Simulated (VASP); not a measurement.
Here is a VASP 6.6.1 calculation.

The input INCAR:

```
  ALGO = Normal
  EDIFF = 1E-6
  ENCUT = 520
  GGA = PS
  ISIF = 2
  ISMEAR = 0
  LASPH = True
  LCHARG = False
  LREAL = False
  LWAVE = False
  NBANDS = 16
  NELM = 100
  PREC = Accurate
  SIGMA = 0.05
```

File KPOINTS:

```
k-points
0
Gamma
  6 6 6
```

File POSCAR:

```
InAs
1.0
    0.0000000000      3.0848973964      3.0848973964
    3.0848973964      0.0000000000      3.0848973964
    3.0848973964      3.0848973964      0.0000000000
In As
1 1
Direct
    0.0000000000      0.0000000000      0.0000000000
    0.7500000000      0.7500000000      0.7500000000
```

Potentials or basis: VASP PAW PBE potentials, release 64 (In_d, As).

Command:

```bash
$ cat potpaw_PBE.64/In_d/POTCAR potpaw_PBE.64/As/POTCAR > POTCAR
$ mpirun -np 1 vasp_std > vasp.out
```

Task: Predict the pressure.

Result: -1.9 GPa.

Task: Estimate the band gap on the k mesh.

Result: Zero (filled and empty bands touch).

Caveat: the PAW data sets were made with another functional, which shifts forces and pressure a little; spin-orbit coupling is left out, which moves the levels of the heavy elements.
